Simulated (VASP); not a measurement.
Na, 4 atoms in the cell. The structure is hexagonal, space group P6_3/mmc (No. 194). The conventional cell has a = 3.749 Å, b = 3.749 Å, c = 12.702 Å, α = 90.00°, β = 90.00°, γ = 120.00°. Na (site symmetry -6m2) has 12 Na at 3.75 to 3.84 Å within 4.9 Å. Na (site symmetry -3m) has 12 Na at 3.75 to 3.84 Å within 4.9 Å. This isn't the form of Na at room conditions, which is bcc.

- Program: VASP 6.6.1
- Task: single point
- Functional: LDA
- Potentials or basis: VASP PAW LDA potentials, release 64 (Na_pv)
- Cutoff: 520 eV
- k mesh: 8 × 8 × 3
- Occupations: fermi-dirac, width 0.05 eV
- Spin: no spin polarisation
- Dipole correction: no
- Further INCAR settings: ALGO = Normal; EDIFF = 1e-06; NBANDS = 22

Potentials or basis: VASP PAW LDA potentials, release 64 (Na_pv).

The run is started by

```console
$ cat potpaw_LDA.64/Na_pv/POTCAR > POTCAR
$ mpirun -np 1 vasp_std > vasp.out
```

Hardware: 1 thread of AMD EPYC 7R13 (shared host).

How long does it take, and how much memory?

Wall time 46 s on 1 thread of AMD EPYC 7R13 (shared host), peak memory 0.18 GiB. Counts: scf iterations 9, k points 20.
